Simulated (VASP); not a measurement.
A run of VASP 6.6.1 is set up as follows.

The input INCAR:

```
  PREC = Accurate
  ENCUT = 520
  EDIFF = 1E-8
  ISMEAR = -1
  SIGMA = 0.03
  LREAL = False
  LASPH = True
  NELM = 150
  ALGO = Normal
  ISIF = 2
  LWAVE = False
  LCHARG = False
  ISPIN = 2
  MAGMOM = 1.5 0
  LORBIT = 11
  LMAXMIX = 4
  GGA = PE
  LEFG = True
  NBANDS = 19
```

File KPOINTS:

```
Automatic mesh
0
Gamma
  14 14 14
```

File POSCAR:

```
NiO
1.0
    0.0000000000      2.2592285874      2.2592285874
    2.2592285874      0.0000000000      2.2592285874
    2.2592285874      2.2592285874      0.0000000000
Ni O
1 1
Direct
    0.0000000000      0.0000000000      0.0000000000
    0.2500000000      0.2500000000      0.2500000000
```

Potentials or basis: VASP PAW PBE potentials, release 64 (Ni, O).

Run with:

```bash
$ cat potpaw_PBE.64/Ni/POTCAR potpaw_PBE.64/O/POTCAR > POTCAR
$ mpirun -np 1 vasp_std > vasp.out
```

(1) What does it give for the net moment?

(2) Estimate the pressure.

Results:

(1) 1.95 μB per cell.

(2) -3.2 GPa.

Caveat: without QUAD_EFG the Cq values of the log hold for a quadrupole moment of 1 mb, not for the nuclei; a cell with one magnetic atom can't hold antiferromagnetic order, which such compounds often take.
